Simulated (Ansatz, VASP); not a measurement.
**SrO in VASP and in Ansatz**

Contents of INCAR:

```
ALGO     = Normal         # electronic algorithm
EDIFF    = 1E-6           # SCF threshold, eV
ENCUT    = 520            # plane-wave cutoff, eV
GGA      = PE             # functional
ISIF     = 2              # what is computed and relaxed
ISMEAR   = -1             # smearing method
LASPH    = True           # aspherical terms in the spheres
LCHARG   = False          # write CHGCAR
LREAL    = False          # projectors in reciprocal space
LWAVE    = False          # write WAVECAR
NBANDS   = 15             # bands
NELM     = 60             # most SCF steps
PREC     = Accurate       # precision mode
SIGMA    = 0.02           # smearing width, eV
```

The input KPOINTS:

```
k-points
0
Gamma
  8 8 8
```

Contents of POSCAR:

```
SrO
1.0
    3.1999847437      0.0000000000      0.0000000000
    0.0000000000      3.1999847437      0.0000000000
    0.0000000000      0.0000000000      3.1084705340
Sr O
1 1
Direct
    0.0000000000      0.0000000000      0.0000000000
    0.5000000000      0.5000000000      0.5000000000
```

Input for Ansatz:

```yaml
crystal:
  lattice:
    - [3.1999847437, 0.0, 0.0]
    - [0.0, 3.1999847437, 0.0]
    - [0.0, 0.0, 3.108470534]
  atoms:
    - { symbol: Sr, position: [0.0, 0.0, 0.0] }
    - { symbol: O, position: [0.5, 0.5, 0.5] }
kpoints:
  mp_grid: { grid: [8, 8, 8] }
  band_path:
    path: [[0.0, 0.0, 0.0], [0.0, 0.5, 0.0], [0.5, 0.5, 0.0], [0.5, 0.5, 0.5]]
    npoints: 1
hamiltonian:
  xc: pbe
scf:
  occupations: { method: fermi_dirac, width: 0.02 }
  n_extra_bands: 4
output:
  forces: true
  stress: true
  eigenvalues: true
```

Change from the starting cell: epitaxial_xy strain +3.1%.

Alike in both runs: task single point; functional PBE; k mesh 8 × 8 × 8; occupations fermi-dirac, width 0.02 eV; no spin polarisation.

|  | VASP | Ansatz |
| --- | --- | --- |
| version | VASP 6.6.1 | Ansatz 0.2.0 |
| potentials or method | VASP PAW PBE potentials, release 64 (Sr_sv, O) | plane waves, PAW |
| plane-wave cutoff (eV) | 520 | 420 |
| valence electrons in the cell | 16 | 16 |

VASP gave:

| Property | Result |
| --- | --- |
| gap on the k mesh at the Fermi level (eV) | 2.60 |
| pressure (GPa) | -2.2 |
| traceless stress, the component that is largest in VASP (GPa) | 5.44 |

Q: Which values does Ansatz return?

A: gap on the k mesh at the Fermi level (eV): 2.65; pressure (GPa): -2.8; traceless stress, the component that is largest in VASP (GPa): 5.41.

The functional is the same, so the differences come from potentials, cutoffs and numerics.
